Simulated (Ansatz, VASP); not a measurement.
## BN: VASP beside Ansatz

```xyz
2
Lattice="0.0000 1.8256 1.8075 1.8256 0.0000 1.8075 1.8256 1.8256 0.0000" Properties=species:S:1:pos:R:3 pbc="T T T"
B     0.0000    0.0000    0.0000
N     2.7384    2.7384    2.7113
```

Change from the starting cell: equal xx and yy strain of +1 %.

Alike in both runs: task single point; functional LDA; k mesh 11 × 11 × 11; occupations fermi-dirac, width 0.02 eV; no spin polarisation.

|  | VASP | Ansatz |
| --- | --- | --- |
| version | VASP 6.6.1 | Ansatz 0.2.0 |
| potentials or method | VASP PAW LDA potentials, release 64 (B, N), cutoff 520 eV | all-electron LAPW, scalar-relativistic |

Ansatz gave:

| Quantity | Value |
| --- | --- |
| gap on the k mesh at the Fermi level (eV) | 4.26 |
| pressure (GPa) | -17.8 |
| traceless stress, the component that is largest in VASP (GPa) | 3.96 |

**Question.** Estimate VASP's values.

**Answer.** gap on the k mesh at the Fermi level (eV): 4.25; pressure (GPa): -17.1; traceless stress, the component that is largest in VASP (GPa): 3.95.

LDA's correlation is that of Perdew and Zunger in VASP and of Perdew and Wang (1992) in Ansatz. Ansatz ran all-electron here, and VASP with PAW potentials.
